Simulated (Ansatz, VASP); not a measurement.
## Two plane-wave programs on Hf2N

```
Hf N
1.0
     5.30523    0.00000    0.00000
     0.00000    5.30523    0.00000
     0.00000    0.00000    3.26912
Hf N
4 2
Direct
  0.29462 0.29462 0.00000
  0.70538 0.70538 0.00000
  0.79462 0.20538 0.50000
  0.20538 0.79462 0.50000
  0.00000 0.00000 0.00000
  0.50000 0.50000 0.50000
```

Alike in both runs: functional r2SCAN; k mesh 2 × 2 × 4; occupations gaussian, width 0.1 eV; no spin polarisation.

Ansatz relaxed the structure, and its values are those at the end. VASP's run is a single point on that final structure, the one shown.

|  | VASP | Ansatz |
| --- | --- | --- |
| version | VASP 6.6.1 | Ansatz 0.2.0 |
| potentials or method | VASP PAW PBE potentials, release 64 (Hf_pv, N), cutoff 520 eV | scalar-relativistic, plane waves, PAW |
| valence electrons in the cell | 50 | 114 |

|  | VASP | Ansatz | Ansatz less VASP |
| --- | --- | --- | --- |
| gap on the k mesh at the Fermi level (eV) | none | none | - |
| pressure (GPa) | -1.5 | 0.0 | +1.50 |
| rms of the force components (eV/Å) | 0.005 | 0.000 | -0.0048 |

VASP's potentials were made for PBE, not for r2SCAN. A gap of «none» marks a metal or a gap that the smearing closes. With one functional, cell and mesh, what is left measures potentials, basis and numerics. VASP's potentials hold 50 valence electrons a cell and Ansatz's 114, so a difference there can come from the potentials and not from the codes.

The k mesh is coarse, so the values compare programs but aren't converged. Neither program's run includes spin-orbit coupling.
